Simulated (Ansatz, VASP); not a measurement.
# AlN: VASP beside Ansatz

INCAR

```
  ALGO = Normal
  EDIFF = 1E-6
  EDIFFG = -0.01
  ENCUT = 600
  GGA = PE
  IBRION = 2
  ISIF = 3
  ISMEAR = -1
  IVDW = 13
  LASPH = True
  LCHARG = False
  LREAL = False
  LWAVE = False
  NELM = 60
  NSW = 60
  PREC = Accurate
  SIGMA = 0.05
```

The input KPOINTS:

```
k-points
0
Gamma
  11 11 11
```

POSCAR

```
AlN
1.0
    0.0000000000      2.0345180000      2.0345180000
    2.0345180000      0.0000000000      2.0345180000
    2.0345180000      2.0345180000      0.0000000000
Al N
1 1
Direct
    0.5000000000      0.5000000000      0.5000000000
    0.0000000000      0.0000000000      0.0000000000
```

input.yaml

```yaml
crystal:
  lattice:
    - [0.0, 2.034518, 2.034518]
    - [2.034518, 0.0, 2.034518]
    - [2.034518, 2.034518, 0.0]
  atoms:
    - { symbol: Al, position: [0.5, 0.5, 0.5] }
    - { symbol: "N", position: [0.0, 0.0, 0.0] }
hamiltonian:
  xc: pbe
  pseudopotentials: { kind: paw }
  dispersion: d4
kpoints:
  mp_grid: { grid: [11, 11, 11] }
scf:
  occupations: { method: fermi_dirac, width: 0.05 }
output:
  forces: true
  stress: true
  eigenvalues: true
relax:
  f_tol: 0.01
  max_steps: 40
  cell: { stress_tol: 0.05 }
```

Alike in both runs: task relaxation of cell and atoms; functional PBE; dispersion D4; k mesh 11 × 11 × 11; occupations fermi-dirac, width 0.05 eV; no spin polarisation.

|  | VASP | Ansatz |
| --- | --- | --- |
| version | VASP 6.6.1 | Ansatz 0.2.0 |
| potentials or method | VASP PAW PBE potentials, release 64 (Al, N) | Ansatz PAW |
| plane-wave cutoff (eV) | 600 | 420 |
| valence electrons in the cell | 8 | 8 |

VASP gave:

| Property | Result |
| --- | --- |
| gap on the k mesh at the Fermi level, each at its own relaxed structure (eV) | 4.81 |
| relaxed volume (Å³/atom) | 8.20 |
| relaxed cell length with the largest relative difference (Å) | 2.852 |

Task: Which values does Ansatz return?

Result: gap on the k mesh at the Fermi level, each at its own relaxed structure (eV): 4.82; relaxed volume (Å³/atom): 8.21; relaxed cell length with the largest relative difference (Å): 2.853.

Noted on Ansatz's run: odd divisions of the mesh miss points on the zone boundary, where band edges often lie, so the gap on the mesh can be too wide; the plane-wave basis is chosen anew once the cell has moved, so the energies of steps on either side of that aren't comparable.
